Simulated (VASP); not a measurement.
Hg3S: single point with PBE

Crystal: Hg3S.

```
CELL_PARAMETERS angstrom
4.97037 0.00000 0.00000
0.00000 4.97037 0.00000
0.00000 0.00000 3.80612
ATOMIC_POSITIONS crystal
Hg 0.00000 0.50000 0.50000
Hg 0.50000 0.00000 0.50000
Hg 0.50000 0.50000 0.00000
S 0.00000 0.00000 0.00000
```

* Program: VASP 6.6.1
* Task: single point
* Functional: PBE
* Potentials or basis: VASP PAW PBE potentials, release 64 (Hg, S)
* Cutoff: 520 eV
* k mesh: 10 × 10 × 10
* Occupations: gaussian, width 0.1 eV
* Spin: no spin polarisation

- Pressure: 0.2 GPa
- Band gap on the k mesh: zero (bands 21 and 22 overlap by 2.23 eV)

Levels at points of the mesh, in eV from the Fermi level:
| k point | band 17 | band 18 | band 19 | band 20 | band 21 | band 22 | band 23 | band 24 | band 25 | band 26 |
| --- | --- | --- | --- | --- | --- | --- | --- | --- | --- | --- |
| (0.00, 0.00, 0.00) | -5.02 | -2.77 | -2.77 | -1.12 | -0.82 | 2.02 | 2.43 | 2.43 | 5.30 | 8.45 |
| (0.50, 0.00, 0.00) | -5.14 | -3.42 | -1.94 | -0.61 | -0.61 | 1.56 | 2.06 | 5.20 | 5.32 | 7.04 |
| (0.50, 0.50, 0.00) | -4.75 | -4.44 | -4.44 | -0.23 | 1.22 | 1.22 | 3.04 | 7.14 | 7.14 | 7.85 |
| (0.00, 0.00, 0.50) | -4.94 | -3.26 | -0.92 | -0.92 | 0.13 | 0.29 | 3.02 | 3.02 | 3.48 | 6.63 |
| (0.50, 0.00, 0.50) | -3.50 | -3.42 | -3.25 | -0.75 | -0.02 | 0.82 | 0.96 | 3.51 | 4.42 | 5.06 |
| (0.50, 0.50, 0.50) | -3.38 | -2.93 | -2.93 | -1.38 | -1.38 | -1.01 | -0.98 | 3.73 | 3.73 | 6.50 |

Wall time 7.2 min on 1 thread of Intel Xeon 8259CL, with other jobs on the host, peak memory 0.4 GiB.

Caveat: spin-orbit coupling is left out, which moves the levels of the heavy elements.
